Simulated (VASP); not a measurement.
## AlNi3: single point with r2SCAN

The system is AlNi3.

```xyz
4
Lattice="0.0000 2.8019 2.8019 2.8019 0.0000 2.8019 2.8019 2.8019 0.0000" Properties=species:S:1:pos:R:3 pbc="T T T"
Al    2.8019    2.8019    2.8019
Ni    1.4009    1.4009    1.4009
Ni    0.0000    0.0000    0.0000
Ni    4.2028    4.2028    4.2028
```

```json
{"Program": "VASP 6.6.1", "Task": "single point", "Functional": "r2SCAN", "Potentials or basis": "VASP PAW PBE potentials, release 64 (Al, Ni)", "Cutoff": "520 eV", "k mesh": "8 × 8 × 8", "Occupations": "gaussian, width 0.1 eV", "Spin": "no spin polarisation"}
```

```
Pressure : 0.1 GPa
```

Levels at points of the mesh, in eV from the Fermi level:
| k point | band 13 | band 14 | band 15 | band 16 | band 17 | band 18 | band 19 | band 20 |
| --- | --- | --- | --- | --- | --- | --- | --- | --- |
| (0.00, 0.00, 0.00) | -0.58 | -0.58 | -0.56 | -0.56 | 5.67 | 5.67 | 5.67 | 6.18 |
| (0.50, 0.00, 0.00) | -0.68 | -0.68 | -0.49 | -0.49 | -0.13 | 4.52 | 4.52 | 4.99 |
| (0.50, 0.50, 0.00) | -1.09 | -0.72 | -0.59 | -0.43 | -0.34 | -0.34 | -0.01 | 4.51 |

It took 2.4 min on 1 thread of Intel(R) Xeon(R) Platinum 8488C (Sapphire Rapids), with other jobs on the host, peak memory 0.18 GiB.

Caveat: the PAW data sets were made with another functional, which shifts forces and pressure a little. Spin polarisation is off, so any magnetic state and its effect on volume and gap are missing.
